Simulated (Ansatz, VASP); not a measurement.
## One calculation of ZrAg2N2, two programs

```
Zr Ag N
1.0
     3.31700    0.00000    0.00000
    -1.65850    2.87261    0.00000
     0.00000    0.00000    7.43417
Zr Ag N
1 2 2
Direct
  0.00000 0.00000 0.00000
  0.66667 0.33333 0.35597
  0.33333 0.66667 0.64403
  0.66667 0.33333 0.85099
  0.33333 0.66667 0.14901
```

Alike in both runs: functional PBE; k mesh 12 × 12 × 6; occupations gaussian, width 0.1 eV; no spin polarisation.

Ansatz relaxed the structure, and its values are those at the end. VASP's run is a single point on that final structure, the one shown.

```csv
,VASP,Ansatz
version,VASP 6.6.1,Ansatz 0.2.0
potentials or method,"VASP PAW PBE potentials, release 64 (Zr_sv, Ag, N), cutoff 520 eV","scalar-relativistic, plane waves, PAW"
valence electrons in the cell,44,60
```

```csv
,VASP,Ansatz,Ansatz less VASP
gap on the k mesh at the Fermi level (eV),none,none,-
pressure (GPa),0.0,0.0,-0.02
rms of the force components (eV/Å),0.009,0.000,-0.0084
```

A gap of «none» marks a metal or a gap that the smearing closes. VASP's potentials hold 44 valence electrons a cell and Ansatz's 60, so a difference there can come from the potentials and not from the codes.
